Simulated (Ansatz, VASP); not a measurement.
# S: VASP beside Ansatz

```
S
1.0
     0.00000    2.04083    2.04083
     2.04083    0.00000    2.04083
     2.04083    2.04083    0.00000
S
1
Direct
  0.00000 0.00000 0.00000
```

Alike in both runs: task relaxation of cell and atoms; functional PBE; k mesh 17 × 17 × 17; occupations fermi-dirac, width 0.1 eV; no spin polarisation.

|  | VASP | Ansatz |
| --- | --- | --- |
| version | VASP 6.6.1 | Ansatz 0.2.0 |
| potentials or method | VASP PAW PBE potentials, release 64 (S) | PAW with Ansatz's default frozen-core files, scalar-relativistic |
| plane-wave cutoff (eV) | 600 | 420 |
| valence electrons in the cell | 6 | 6 |

```tsv
	VASP	Ansatz	Ansatz less VASP
relaxed volume (Å³/atom)	15.88	15.90	+0.021
relaxed cell length with the largest relative difference (Å)	2.821	2.823	+0.0013
```
